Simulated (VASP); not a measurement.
A run of VASP 6.6.1 is set up as follows.

Contents of INCAR:

```
SYSTEM = Ta
ALGO = Normal ; EDIFF = 1E-6
ENCUT = 520 ; GGA = CA
ISIF = 2 ; ISMEAR = -1
LASPH = .TRUE. ; LCHARG = .TRUE.
LELF = .TRUE. ; LREAL = .FALSE.
LVHAR = .TRUE. ; LWAVE = .FALSE.
NBANDS = 12 ; NELM = 80
PREC = Accurate ; SIGMA = 0.1
```

Contents of KPOINTS:

```
k-points
0
G
  10 10 10
  0 0 0
```

File POSCAR:

```
Ta
1.0
   -1.6512800000      1.6512800000      1.6512800000
    1.6512800000     -1.6512800000      1.6512800000
    1.6512800000      1.6512800000     -1.6512800000
Ta
1
Direct
    0.0000000000      0.0000000000      0.0000000000
```

Potentials or basis: VASP PAW LDA potentials, release 64 (Ta_pv).

Launch:

```bash
$ cat potpaw_LDA.64/Ta_pv/POTCAR > POTCAR
$ mpirun -np 1 vasp_std > vasp.out
```

(1) Estimate the pressure.

Answers

(1) -7.0 GPa.
